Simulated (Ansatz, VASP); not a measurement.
## Two plane-wave programs on Si2Ni

```
CELL_PARAMETERS angstrom
0.00000 2.73401 2.73401
2.73401 0.00000 2.73401
2.73401 2.73401 0.00000
ATOMIC_POSITIONS crystal
Si 0.25000 0.25000 0.25000
Si 0.75000 0.75000 0.75000
Ni 0.00000 0.00000 0.00000
```

Alike in both runs: task single point; functional revPBE; k mesh 8 × 8 × 8; occupations gaussian, width 0.05 eV; collinear spin.

```csv
,VASP,Ansatz
version,VASP 6.6.1,Ansatz 0.2.0
potentials or method,"VASP PAW PBE potentials, release 64 (Si, Ni), cutoff 520 eV","scalar-relativistic, plane waves, PAW"
valence electrons in the cell,18,26
```

```csv
,VASP,Ansatz,Ansatz less VASP
gap on the k mesh at the Fermi level (eV),none,none,-
pressure (GPa),0.0,0.0,+0.01
net moment per atom (μB),0.00,0.00,0.000
```

VASP's potentials were made for PBE, not for revPBE. A gap of «none» marks a metal or a gap that the smearing closes. The functional is the same, so the differences come from potentials, cutoffs and numerics. VASP's potentials hold 18 valence electrons a cell and Ansatz's 26, so a difference there can come from the potentials and not from the codes. Ansatz's warnings: seeded moment not kept.
